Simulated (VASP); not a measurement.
# MgSe (Fm-3m) in VASP: notebook

The runs below take MgSe through single point, with PBE, PBE+D4.

Program: VASP 6.6.1. These are calculated values, not measurements. Logs are shortened: lines on timing, memory, paths and dates and some standing lists are left out, and cuts for length are marked.

### Step 1. The cell of the first run

Symmetry: Fm-3m, No. 225, cubic system. Conventional cell: a = 5.451 Å, b = 5.451 Å, c = 5.451 Å, α = 90.00°, β = 90.00°, γ = 90.00°. Within 3.6 Å of Mg (site symmetry m-3m) lie 6 Se at 2.73 Å. Within 3.6 Å of Se (site symmetry m-3m) lie 6 Mg at 2.73 Å.

### Step 2. Single point, PBE

INCAR reads:

```
  PREC = Accurate
  ENCUT = 600
  EDIFF = 1E-6
  ISMEAR = 0
  SIGMA = 0.05
  LREAL = False
  LASPH = True
  NELM = 120
  ALGO = Normal
  ISIF = 2
  LWAVE = False
  LCHARG = False
  GGA = PE
  NBANDS = 11
  GGA_COMPAT = False
```

KPOINTS reads:

```
regular mesh
0
Gamma
  8 8 8
```

POSCAR reads:

```
MgSe
1.0
    0.0000000000      2.7254991651      2.7254991651
    2.7254991651      0.0000000000      2.7254991651
    2.7254991651      2.7254991651      0.0000000000
Mg Se
1 1
Direct
    0.0000000000      0.0000000000      0.0000000000
    0.5000000000      0.5000000000      0.5000000000
```

Potentials or basis: VASP PAW PBE potentials, release 64 (Mg, Se).

On the command line:

```console
$ cat potpaw_PBE.64/Mg/POTCAR potpaw_PBE.64/Se/POTCAR > POTCAR
$ mpirun -np 1 vasp_std > vasp.out
```

OUTCAR:

```text
PREC = Accurate
   ENCUT = 600
   EDIFF = 1E-6
   ISMEAR = 0
   LREAL = False
   LASPH = True
   NELM = 120
   ISIF = 2
   GGA = PE

 ion  position               nearest neighbor table
   1  0.000  0.000  0.000-   2 2.73   2 2.73   2 2.73   2 2.73   2 2.73   2 2.73
   2  0.500  0.500  0.500-   1 2.73   1 2.73   1 2.73   1 2.73   1 2.73   1 2.73

  LATTYP: Found a face centered cubic cell.
 ALAT       =     5.4509983302

  Lattice vectors:

 A1 = (   0.0000000000,   2.7254991651,   2.7254991651)
 A2 = (   2.7254991651,   0.0000000000,   2.7254991651)
 A3 = (   2.7254991651,   2.7254991651,   0.0000000000)

Analysis of symmetry for initial positions (statically):
=====================================================================
 Subroutine PRICEL returns:
 Original cell was already a primitive cell.

 Routine SETGRP: Setting up the symmetry group for a
 face centered cubic supercell.

 Subroutine GETGRP returns: Found 48 space group operations
 (whereof 48 operations were pure point group operations)
 out of a pool of 48 trial point group operations.

The static configuration has the point symmetry O_h .

Analysis of symmetry for dynamics (positions and initial velocities):
=====================================================================
 Subroutine PRICEL returns:
 Original cell was already a primitive cell.

 Routine SETGRP: Setting up the symmetry group for a
 face centered cubic supercell.

 Subroutine GETGRP returns: Found 48 space group operations
 (whereof 48 operations were pure point group operations)
 out of a pool of 48 trial point group operations.

The dynamic configuration has the point symmetry O_h .

 Subroutine INISYM returns: Found 48 space group operations
 (whereof 48 operations are pure point group operations),
 and found     1 'primitive' translations

----------------------------------------------------------------------------------------

                                     Primitive cell

  volume of cell :      40.4919

  direct lattice vectors                    reciprocal lattice vectors
     0.000000000  2.725499165  2.725499165    -0.183452634  0.183452634  0.183452634
     2.725499165  0.000000000  2.725499165     0.183452634 -0.183452634  0.183452634
     2.725499165  2.725499165  0.000000000     0.183452634  0.183452634 -0.183452634

  length of vectors
     3.854437884  3.854437884  3.854437884     0.317749282  0.317749282  0.317749282

  position of ions in fractional coordinates (direct lattice)
     0.000000000  0.000000000  0.000000000
     0.500000000  0.500000000  0.500000000

  ion indices of the primitive-cell ions
   primitive index   ion index
                 1           1
                 2           2

----------------------------------------------------------------------------------------

 KPOINTS: regular mesh

Automatic generation of k-mesh.
 Grid dimensions read from file:
 generate k-points for:    8    8    8

 Generating k-lattice:

  Cartesian coordinates                     Fractional coordinates (reciprocal lattice)
    -0.022931579  0.022931579  0.022931579     0.125000000  0.000000000  0.000000000
     0.022931579 -0.022931579  0.022931579     0.000000000  0.125000000  0.000000000
     0.022931579  0.022931579 -0.022931579     0.000000000  0.000000000  0.125000000

  Length of vectors
     0.039718660  0.039718660  0.039718660

  Shift w.r.t. Gamma in fractional coordinates (k-lattice)
     0.000000000  0.000000000  0.000000000

 Subroutine IBZKPT returns following result:
 ===========================================

 Found     29 irreducible k-points:

 Following reciprocal coordinates:
            Coordinates               Weight
  0.000000  0.000000  0.000000      1.000000
  0.125000  0.000000  0.000000      8.000000
  0.250000  0.000000  0.000000      8.000000
  0.375000  0.000000  0.000000      8.000000
  0.500000  0.000000  0.000000      4.000000
  0.125000  0.125000  0.000000      6.000000
[... 16 lines left out ...]
  0.500000  0.250000  0.125000     48.000000
 -0.375000  0.250000  0.125000     24.000000
 [... further k-points ...]
   k-points           NKPTS =     29   k-points in BZ     NKDIM =     29   number of bands    NBANDS=     11
   number of dos      NEDOS =    301   number of ions     NIONS =      2
   total plane-waves  NPLWV =  32768
   dimension x,y,z NGX =    32 NGY =   32 NGZ =   32
   dimension x,y,z NGXF=    64 NGYF=   64 NGZF=   64
   ions per type =               1   1
   NGX,Y,Z   is equivalent  to a cutoff of  13.80, 13.80, 13.80 a.u.
   NGXF,Y,Z  is equivalent  to a cutoff of  27.60, 27.60, 27.60 a.u.
 SYSTEM =  unknown system
   PREC   = accura    normal or accurate (medium, high low for compatibility)
   ISTART =      0    job   : 0-new  1-cont  2-samecut
   ICHARG =      2    charge: 1-file 2-atom 10-const
   ISPIN  =      1    spin polarized calculation?
   LNONCOLLINEAR =      F non collinear calculations
   LSORBIT =      F    spin-orbit coupling
   LASPH  =      T    aspherical Exc in radial PAW
   ENCUT  =  600.0 eV  44.10 Ry    6.64 a.u.   7.70  7.70  7.70*2*pi/ulx,y,z
   NELM   =    120;   NELMIN=  2; NELMDL= -5     # of ELM steps
   EDIFF  = 0.1E-05   stopping-criterion for ELM
   LREAL  =      F    real-space projection
[... 7 lines left out ...]
   TEBEG  =    0.0;   TEEND  =   0.0 temperature during run
   PSTRESS=    0.0 pullay stress
   NELECT =       8.0000    total number of electrons
   NUPDOWN=      -1.0000    fix difference up-down
   EMIN   =  10.00;   EMAX   =-10.00  energy-range for DOS
   EFERMI =   0.00;   METHOD = LEGACY
   ISMEAR =     0;   SIGMA  =   0.05  broadening in eV -4-tet -1-fermi 0-gaus
   EFERMI_NEDOS =   21; number of points for ismear=-14 and -15
   IALGO  =     38    algorithm
   IMIX   =      4    mixing-type and parameters
     AMIX     =   0.40;   BMIX     =  1.00
     AMIX_MAG =   1.60;   BMIX_MAG =  1.00
  volume/ion in A,a.u.               =      20.25       136.63
  Fermi-wavevector in a.u.,A,eV,Ry     =   0.953488  1.801832 12.369604  0.909140
  Thomas-Fermi vector in A             =   2.082148
   LORBIT       =      0    0 simple, 1 ext, 2 COOP (PROOUT), +10 PAW based schemes
   GGA     = PE    functional components
   LHFCALC =     F    Hartree Fock is set to
   AEXX    =    0.0000 exact exchange contribution
   IVDW    =     0    specifies the selected vdW correction
   LEPSILON=     F    determine dielectric tensor
   LRPA    =     F    only Hartree local field effects (RPA)
 non-spin polarized calculation
 Gauss-broadening in eV      SIGMA  =   0.05
  energy-cutoff  :      600.00
  volume of cell :       40.49
 maximum number of plane-waves:      1365
   NGX = 15   NGY = 15   NGZ = 15

 number of electron       8.0000000 magnetization

 Free energy of the ion-electron system (eV)
  ---------------------------------------------------
  ext. energy  EPLUGINS =         0.00000000
  ---------------------------------------------------
  free energy    TOTEN  =        -7.48351975 eV

  energy without entropy =       -7.48351975  energy(sigma->0) =       -7.48351975

 E-fermi :   3.5120     XC(G=0):  -9.4896

 val. band max:        3.2283721484   @ k =   0.0000   0.0000   0.0000
 cond. band min:       5.0303450322   @ k =   0.5000   0.5000   0.0000
 fundamental gap:      1.8019728839
 Fermi energy:         3.5119541086

 k-point     1 :       0.0000    0.0000    0.0000
  band No.  band energies     occupation
      1      -9.7159      2.00000
      2       3.2284      2.00000
      3       3.2284      2.00000
      4       3.2284      2.00000
      5       5.8256      0.00000
      6      10.6399      0.00000
      7      10.6399      0.00000
      8      10.6399      0.00000
      9      13.1983      0.00000
     10      13.1983      0.00000
     11      14.2068      0.00000

 k-point     2 :       0.1250    0.0000    0.0000
  band No.  band energies     occupation
      1      -9.5830      2.00000
      2       2.0094      2.00000
      3       3.1273      2.00000
      4       3.1273      2.00000
      5       6.7908      0.00000
      6      10.3281      0.00000
      7      10.8651      0.00000
      8      10.8651      0.00000
      9      12.1943      0.00000
     10      12.1943      0.00000
     11      14.0055      0.00000

 k-point     3 :       0.2500    0.0000    0.0000
  band No.  band energies     occupation
      1      -9.2267      2.00000
      2       0.2124      2.00000
      3       2.9087      2.00000
      4       2.9087      2.00000
      5       7.3524      0.00000
      6      10.2991      0.00000
      7      10.2991      0.00000
      8      10.9991      0.00000
      9      12.8098      0.00000
     10      12.8098      0.00000
     11      13.2337      0.00000

 k-point     4 :       0.3750    0.0000    0.0000
  band No.  band energies     occupation
      1      -8.8007      2.00000
      2      -1.1816      2.00000
      3       2.7179      2.00000
      4       2.7179      2.00000
      5       7.1678      0.00000
      6       9.5819      0.00000
      7       9.5819      0.00000
      8      11.9311      0.00000
      9      13.5483      0.00000
     10      14.7406      0.00000
     11      14.7406      0.00000
[... 239 lines left out ...]
 k-point    22 :       0.3750    0.2500    0.1250
  band No.  band energies     occupation
      1      -8.9496      2.00000
      2      -0.0417      2.00000
      3       1.6873      2.00000
      4       2.5257      2.00000
      5       8.0958      0.00000
      6       9.2606      0.00000
      7       9.5237      0.00000
      8      11.6546      0.00000
      9      12.7637      0.00000
     10      15.6929      0.00000
     11      16.1581      0.00000

 k-point    23 :       0.5000    0.2500    0.1250
  band No.  band energies     occupation
      1      -8.5921      2.00000
      2      -0.8411      2.00000
      3       1.1420      2.00000
      4       2.1885      2.00000
      5       7.9925      0.00000
      6       8.9400      0.00000
      7      10.4632      0.00000
      8      11.5477      0.00000
      9      14.1287      0.00000
     10      15.9212      0.00000
     11      16.6839      0.00000

 k-point    24 :      -0.3750    0.2500    0.1250
  band No.  band energies     occupation
      1      -8.4246      2.00000
      2      -1.2045      2.00000
      3       0.9997      2.00000
      4       2.0121      2.00000
      5       7.9700      0.00000
      6       8.6508      0.00000
      7      10.9890      0.00000
      8      12.3047      0.00000
      9      14.2992      0.00000
     10      14.9814      0.00000
     11      17.3399      0.00000

 [... further k-points ...]
[... 5 lines left out ...]
  --------------------------------------------------------------------------------------
  -------------------------------------------------------------------------------------
  Total        0.4820629      0.4820629      0.4820629      0.0000000      0.0000000      0.0000000
  in kB       19.0741897     19.0741897     19.0741897      0.0000000      0.0000000      0.0000000
  external PRESSURE =      19.0741897 kB  Pullay stress =       0.0000000 kB

 VOLUME and BASIS-vectors are now :
 -----------------------------------------------------------------------------
  energy-cutoff  :      600.00
  volume of cell :       40.49
      direct lattice vectors                 reciprocal lattice vectors
     0.000000000  2.725499165  2.725499165    -0.183452634  0.183452634  0.183452634
     2.725499165  0.000000000  2.725499165     0.183452634 -0.183452634  0.183452634
     2.725499165  2.725499165  0.000000000     0.183452634  0.183452634 -0.183452634

 POSITION                                       TOTAL-FORCE (eV/Angst)
 -----------------------------------------------------------------------------------
      0.00000      0.00000      0.00000         0.000000      0.000000     -0.000000
      2.72550      2.72550      2.72550        -0.000000     -0.000000      0.000000
 -----------------------------------------------------------------------------------
    total drift:                               -0.000000     -0.000000      0.000000

  FREE ENERGIE OF THE ION-ELECTRON SYSTEM (eV)
  ---------------------------------------------------
  free  energy   TOTEN  =        -7.4835197510 eV

  energy  without entropy=       -7.4835197510  energy(sigma->0) =       -7.48351975
```

It took 11 s on 1 thread of AMD EPYC 7R13 (Zen 3), shared host; peak memory 0.15 GiB.

What came out:

```yaml
Free_energy: -7.4835 eV
Pressure: 1.9 GPa
Band_gap_on_the_k_mesh: 1.80 eV (least direct gap 2.60 eV)
```

Levels at points of the mesh, in eV from the valence-band top:
```tsv
k point	band 1	band 2	band 3	band 4	band 5	band 6	band 7	band 8
(0.00, 0.00, 0.00)	-12.94	0.00	0.00	0.00	2.60	7.41	7.41	7.41
(0.50, 0.00, 0.00)	-11.82	-4.95	-0.58	-0.58	3.83	6.10	6.10	8.63
(0.50, 0.50, 0.00)	-11.50	-4.27	-1.79	-1.79	1.80	3.96	11.75	12.19
```

A k mesh can miss the band edges.

### Step 3. Single point, PBE+D4

INCAR reads:

```
SYSTEM = MgSe
ALGO     = Normal         ! electronic algorithm
EDIFF    = 1E-6           ! SCF threshold, eV
ENCUT    = 600            ! plane-wave cutoff, eV
GGA      = PE             ! functional
GGA_COMPAT= .False.      
ISIF     = 2              ! what is computed and relaxed
ISMEAR   = 0              ! smearing method
IVDW     = 13             ! dispersion correction
LASPH    = .True.         ! aspherical terms in the spheres
LCHARG   = .True.         ! write CHGCAR
LELF     = .True.         ! ELF
LREAL    = .False.        ! projectors in reciprocal space
LVHAR    = .True.       
LWAVE    = .False.        ! write WAVECAR
NBANDS   = 11             ! bands
NELM     = 120            ! most SCF steps
PREC     = Accurate       ! precision mode
SIGMA    = 0.05           ! smearing width, eV
```

KPOINTS reads:

```
k-points
0
Gamma
  8 8 8
  0 0 0
```

POSCAR is that of step 2.

Potentials or basis: VASP PAW PBE potentials, release 64 (Mg, Se).

On the command line:

```console
$ cat potpaw_PBE.64/Mg/POTCAR potpaw_PBE.64/Se/POTCAR > POTCAR
$ mpirun -np 1 vasp_std > vasp.out
```

Run time: 12 s. Hardware: 1 thread of AMD EPYC 7R13 (Zen 3), shared host; peak memory 0.15 GiB.

The run converged. Its results:

```yaml
Free_energy: -8.0932 eV
Pressure: -0.4 GPa
Band_gap_on_the_k_mesh: 1.80 eV (least direct gap 2.60 eV)
Dispersion_energy_per_atom: -0.305 eV
```

Levels at points of the mesh, in eV from the valence-band top:
```
           k point  band 1  band 2  band 3  band 4  band 5  band 6  band 7  band 8
(0.00, 0.00, 0.00)  -12.94    0.00    0.00    0.00    2.60    7.41    7.41    7.41
(0.50, 0.00, 0.00)  -11.82   -4.95   -0.58   -0.58    3.83    6.10    6.10    8.63
(0.50, 0.50, 0.00)  -11.50   -4.27   -1.79   -1.79    1.80    3.96   11.75   12.19
```

A k mesh can miss the band edges.
